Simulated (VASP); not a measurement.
# Cs (Cmce) in VASP: single point with PBEsol

Aim: the single point of Cs with PBEsol.

Program: VASP 6.6.1. These are calculated values, not measurements. Logs are shortened: lines on timing, memory, paths and dates and some standing lists are left out, and cuts for length are marked.

### 1 The cell of the first run

The structure is orthorhombic, space group Cmce (No. 64). Conventional cell: a = 6.260 Å, b = 19.859 Å, c = 8.284 Å, α = 90.00°, β = 90.00°, γ = 90.00°. Within 5.4 Å of Cs (site symmetry m) lie 3 Cs at 4.10 to 4.17 Å.

### 2 Single point, PBEsol

INCAR

```
SYSTEM = Cs
PREC = Accurate ; ENCUT = 520
EDIFF = 1E-6 ; ISMEAR = 0
SIGMA = 0.1 ; LREAL = .False.
LASPH = .True. ; NELM = 100
ALGO = Fast ; ISIF = 2
LWAVE = .False. ; LCHARG = .False.
GGA = PS ; NBANDS = 26
```

KPOINTS

```
regular mesh
0
Gamma
  4 4 2
  0 0 0
```

POSCAR

```
Cs
1.0
    3.1301595097     -9.9295090187      0.0000000000
    3.1301595097      9.9295090187      0.0000000000
    0.0000000000      0.0000000000      8.2840475241
Cs
4
Direct
    0.0980000000      0.9020000000      0.9100000000
    0.5980000000      0.4020000000      0.5900000000
    0.9020000000      0.0980000000      0.0900000000
    0.4020000000      0.5980000000      0.4100000000
```

Potentials or basis: VASP PAW PBE potentials, release 64 (Cs_sv).

Command:

```bash
> cat potpaw_PBE.64/Cs_sv/POTCAR > POTCAR
> mpirun -np 1 vasp_std > vasp.out
```

OUTCAR:

```text
SYSTEM = Cs
   PREC = Accurate
   ENCUT = 520
   EDIFF = 1E-6
   ISMEAR = 0
   LREAL = .False.
   LASPH = .True.
   NELM = 100
   ISIF = 2
   GGA = PS

 ion  position               nearest neighbor table
   1  0.098  0.902  0.910-
   2  0.598  0.402  0.590-
   3  0.902  0.098  0.090-
   4  0.402  0.598  0.410-

  LATTYP: Found a base centered orthorhombic cell.
 ALAT       =     6.2603190194
 B/A-ratio  =     3.1722054381
 C/A-ratio  =     1.3232628399

  Lattice vectors:

 A1 = (   3.1301595097,  -9.9295090187,   0.0000000000)
 A2 = (   3.1301595097,   9.9295090187,   0.0000000000)
 A3 = (   0.0000000000,   0.0000000000,   8.2840475241)

Analysis of symmetry for initial positions (statically):
=====================================================================
 Subroutine PRICEL returns:
 Original cell was already a primitive cell.

 Routine SETGRP: Setting up the symmetry group for a
 base centered orthorhombic supercell.

 Subroutine GETGRP returns: Found  8 space group operations
 (whereof  4 operations were pure point group operations)
 out of a pool of  8 trial point group operations.

The static configuration has the point symmetry C_2h.
 The point group associated with its full space group is D_2h.

Analysis of symmetry for dynamics (positions and initial velocities):
=====================================================================
 Subroutine PRICEL returns:
 Original cell was already a primitive cell.

 Routine SETGRP: Setting up the symmetry group for a
 base centered orthorhombic supercell.

 Subroutine GETGRP returns: Found  8 space group operations
 (whereof  4 operations were pure point group operations)
 out of a pool of  8 trial point group operations.

The dynamic configuration has the point symmetry C_2h.
 The point group associated with its full space group is D_2h.

 Subroutine INISYM returns: Found  8 space group operations
 (whereof  4 operations are pure point group operations),
 and found     1 'primitive' translations

----------------------------------------------------------------------------------------

                                     Primitive cell

  volume of cell :     514.9521

  direct lattice vectors                    reciprocal lattice vectors
     3.130159510 -9.929509019  0.000000000     0.159736269 -0.050354957  0.000000000
     3.130159510  9.929509019  0.000000000     0.159736269  0.050354957  0.000000000
     0.000000000  0.000000000  8.284047524     0.000000000  0.000000000  0.120713938

  length of vectors
    10.411198198 10.411198198  8.284047524     0.167485215  0.167485215  0.120713938

  position of ions in fractional coordinates (direct lattice)
     0.098000000  0.902000000  0.910000000
     0.598000000  0.402000000  0.590000000
     0.902000000  0.098000000  0.090000000
     0.402000000  0.598000000  0.410000000

  ion indices of the primitive-cell ions
   primitive index   ion index
                 1           1
                 2           2
                 3           3
                 4           4

----------------------------------------------------------------------------------------

 KPOINTS: regular mesh

Automatic generation of k-mesh.
 Grid dimensions read from file:
 generate k-points for:    4    4    2

 Generating k-lattice:

  Cartesian coordinates                     Fractional coordinates (reciprocal lattice)
     0.039934067 -0.012588739  0.000000000     0.250000000 -0.000000000  0.000000000
     0.039934067  0.012588739  0.000000000    -0.000000000  0.250000000  0.000000000
     0.000000000  0.000000000  0.060356969     0.000000000  0.000000000  0.500000000

  Length of vectors
     0.041871304  0.041871304  0.060356969

  Shift w.r.t. Gamma in fractional coordinates (k-lattice)
     0.000000000  0.000000000  0.000000000

 Subroutine IBZKPT returns following result:
 ===========================================

 Found     14 irreducible k-points:

 Following reciprocal coordinates:
            Coordinates               Weight
  0.000000  0.000000  0.000000      1.000000
  0.250000  0.000000  0.000000      4.000000
  0.500000  0.000000  0.000000      2.000000
  0.250000  0.250000  0.000000      2.000000
  0.500000  0.250000  0.000000      4.000000
 -0.250000  0.250000  0.000000      2.000000
  0.500000  0.500000  0.000000      1.000000
  0.000000  0.000000  0.500000      1.000000
  0.250000  0.000000  0.500000      4.000000
  0.500000  0.000000  0.500000      2.000000
  0.250000  0.250000  0.500000      2.000000
  0.500000  0.250000  0.500000      4.000000
 -0.250000  0.250000  0.500000      2.000000
  0.500000  0.500000  0.500000      1.000000
   k-points           NKPTS =     14   k-points in BZ     NKDIM =     14   number of bands    NBANDS=     26
   number of dos      NEDOS =    301   number of ions     NIONS =      4
   total plane-waves  NPLWV = 409600
   dimension x,y,z NGX =    80 NGY =   80 NGZ =   64
   dimension x,y,z NGXF=   160 NGYF=  160 NGZF=  128
   ions per type =               4
   NGX,Y,Z   is equivalent  to a cutoff of  12.77, 12.77, 12.84 a.u.
   NGXF,Y,Z  is equivalent  to a cutoff of  25.55, 25.55, 25.69 a.u.
 SYSTEM =  Cs
   PREC   = accura    normal or accurate (medium, high low for compatibility)
   ISTART =      0    job   : 0-new  1-cont  2-samecut
   ICHARG =      2    charge: 1-file 2-atom 10-const
   ISPIN  =      1    spin polarized calculation?
   LNONCOLLINEAR =      F non collinear calculations
   LSORBIT =      F    spin-orbit coupling
   LASPH  =      T    aspherical Exc in radial PAW
   ENCUT  =  520.0 eV  38.22 Ry    6.18 a.u.  19.36 19.36 15.40*2*pi/ulx,y,z
   NELM   =    100;   NELMIN=  2; NELMDL= -5     # of ELM steps
   EDIFF  = 0.1E-05   stopping-criterion for ELM
   LREAL  =      F    real-space projection
   EDIFFG = 0.1E-04   stopping-criterion for IOM
   NSW    =      0    number of steps for IOM
   IBRION =     -1    ionic relax: 0-MD 1-quasi-New 2-CG
   NFREE  =      0    steps in history (QN), initial steepest desc. (CG)
   ISIF   =      2    stress and relaxation
   ISYM   =      2    0-nonsym 1-usesym 2-fastsym
   POTIM  = 0.5000    time-step for ionic-motion
   TEBEG  =    0.0;   TEEND  =   0.0 temperature during run
   PSTRESS=    0.0 pullay stress
   NELECT =      36.0000    total number of electrons
   NUPDOWN=      -1.0000    fix difference up-down
   EMIN   =  10.00;   EMAX   =-10.00  energy-range for DOS
   EFERMI =   0.00;   METHOD = LEGACY
   ISMEAR =     0;   SIGMA  =   0.10  broadening in eV -4-tet -1-fermi 0-gaus
   EFERMI_NEDOS =   21; number of points for ismear=-14 and -15
   IALGO  =     68    algorithm
   IMIX   =      4    mixing-type and parameters
     AMIX     =   0.40;   BMIX     =  1.00
     AMIX_MAG =   1.60;   BMIX_MAG =  1.00
  volume/ion in A,a.u.               =     128.74       868.77
  Fermi-wavevector in a.u.,A,eV,Ry     =   0.674404  1.274439  6.188210  0.454821
  Thomas-Fermi vector in A             =   1.751112
   LORBIT       =      0    0 simple, 1 ext, 2 COOP (PROOUT), +10 PAW based schemes
   GGA     = PS    functional components
   LHFCALC =     F    Hartree Fock is set to
   AEXX    =    0.0000 exact exchange contribution
   IVDW    =     0    specifies the selected vdW correction
   LEPSILON=     F    determine dielectric tensor
   LRPA    =     F    only Hartree local field effects (RPA)
 non-spin polarized calculation
 RMM-DIIS sequential band-by-band and
 Gauss-broadening in eV      SIGMA  =   0.10
  energy-cutoff  :      520.00
  volume of cell :      514.95
 maximum number of plane-waves:     13921
 NGX is ok and might be reduce to    80
   NGX = 39   NGY = 39   NGZ = 31

 number of electron      36.0000002 magnetization

 Free energy of the ion-electron system (eV)
  ---------------------------------------------------
  ext. energy  EPLUGINS =         0.00000000
  ---------------------------------------------------
  free energy    TOTEN  =        -2.54366421 eV

  energy without entropy =       -2.50297059  energy(sigma->0) =       -2.52331740

 E-fermi :   0.2074     XC(G=0):  -5.1135

 val. band max:        0.1940529608   @ k =   0.2500   0.2500   0.5000
 cond. band min:       0.2542143822   @ k =   0.5000   0.2500   0.5000
 fundamental gap:      0.0601614215
 Fermi energy:         0.2073648199

 k-point     1 :       0.0000    0.0000    0.0000
  band No.  band energies     occupation
      1     -24.1629      2.00000
      2     -24.1331      2.00000
      3     -24.0900      2.00000
      4     -24.0601      2.00000
      5     -11.1854      2.00000
      6     -11.1640      2.00000
[... 18 lines left out ...]
     25       1.6453      0.00000
     26       1.6949      0.00000

 k-point     2 :       0.2500    0.0000    0.0000
  band No.  band energies     occupation
      1     -24.1522      2.00000
      2     -24.1224      2.00000
      3     -24.1006      2.00000
      4     -24.0708      2.00000
      5     -11.1871      2.00000
      6     -11.1832      2.00000
[... 18 lines left out ...]
     25       1.4728      0.00000
     26       1.7396      0.00000

 k-point     3 :       0.5000    0.0000    0.0000
  band No.  band energies     occupation
      1     -24.1264      2.00000
      2     -24.1264      2.00000
      3     -24.0966      2.00000
      4     -24.0966      2.00000
      5     -11.1939      2.00000
      6     -11.1939      2.00000
[... 18 lines left out ...]
     25       1.6924      0.00000
     26       1.6976      0.00000

 k-point     4 :       0.2500    0.2500    0.0000
  band No.  band energies     occupation
      1     -24.1264      2.00000
      2     -24.1264      2.00000
      3     -24.0966      2.00000
      4     -24.0965      2.00000
      5     -11.1942      2.00000
      6     -11.1936      2.00000
[... 18 lines left out ...]
     25       1.5818      0.00000
     26       1.6539      0.00000
[... 206 lines left out ...]
      1     -24.1412      2.00000
      2     -24.1412      2.00000
      3     -24.0818      2.00000
      4     -24.0818      2.00000
      5     -11.1733      2.00000
      6     -11.1733      2.00000
[... 18 lines left out ...]
     25       1.7824      0.00000
     26       1.8126      0.00000

 k-point    13 :      -0.2500    0.2500    0.5000
  band No.  band energies     occupation
      1     -24.1508      2.00000
      2     -24.1508      2.00000
      3     -24.0722      2.00000
      4     -24.0722      2.00000
      5     -11.1407      2.00000
      6     -11.1407      2.00000
[... 18 lines left out ...]
     25       1.7277      0.00000
     26       1.7373      0.00000

 k-point    14 :       0.5000    0.5000    0.5000
  band No.  band energies     occupation
      1     -24.1508      2.00000
      2     -24.1508      2.00000
      3     -24.0722      2.00000
      4     -24.0722      2.00000
      5     -11.1408      2.00000
      6     -11.1408      2.00000
[... 18 lines left out ...]
     25       1.7384      0.00000
     26       1.7386      0.00000

------------------------ aborting loop because EDIFF is reached ----------------------------------------

  FORCE on cell =-STRESS in cart. coord.  units (eV):
  Direction    XX          YY          ZZ          XY          YZ          ZX
  --------------------------------------------------------------------------------------
  -------------------------------------------------------------------------------------
  Total        1.7319821      0.5805431      0.7320169      0.0000000     -0.0000000      0.0000000
  in kB        5.3887392      1.8062515      2.2775339      0.0000000     -0.0000000      0.0000000
  external PRESSURE =       3.1575082 kB  Pullay stress =       0.0000000 kB

 VOLUME and BASIS-vectors are now :
 -----------------------------------------------------------------------------
  energy-cutoff  :      520.00
  volume of cell :      514.95
      direct lattice vectors                 reciprocal lattice vectors
     3.130159510 -9.929509019  0.000000000     0.159736269 -0.050354957  0.000000000
     3.130159510  9.929509019  0.000000000     0.159736269  0.050354957  0.000000000
     0.000000000  0.000000000  8.284047524     0.000000000  0.000000000  0.120713938

 POSITION                                       TOTAL-FORCE (eV/Angst)
 -----------------------------------------------------------------------------------
      3.13016      7.98333      7.53848         0.000000     -0.289245      0.408004
      3.13016     -1.94618      4.88759         0.000000     -0.289245     -0.408004
      3.13016     -7.98333      0.74556         0.000000      0.289245     -0.408004
      3.13016      1.94618      3.39646         0.000000      0.289245      0.408004
 -----------------------------------------------------------------------------------
    total drift:                                0.000000     -0.000000      0.000000

  FREE ENERGIE OF THE ION-ELECTRON SYSTEM (eV)
  ---------------------------------------------------
  free  energy   TOTEN  =        -2.5436642060 eV

  energy  without entropy=       -2.5029705902  energy(sigma->0) =       -2.52331740
```

It took 6 min on 1 thread of AMD EPYC 9R14 (Zen 4), shared host; peak memory 0.82 GiB.

Results:

```yaml
Free_energy: -2.5437 eV
Pressure: 0.3 GPa
Largest_force: 0.500 eV/Å
Band_gap_on_the_k_mesh: zero (band 18 reaches 0.19 eV, above the bottom of band 19 at 0.04 eV)
```

Forces on the atoms (eV/Å):
```
Cs   0.000 -0.289  0.408
Cs   0.000 -0.289 -0.408
Cs   0.000  0.289 -0.408
Cs   0.000  0.289  0.408
```

Caveat: the k points lie up to 0.38 Å⁻¹ apart; the PAW data sets were made with another functional, which shifts forces and pressure a little; spin-orbit coupling is left out, which moves the levels of the heavy elements.
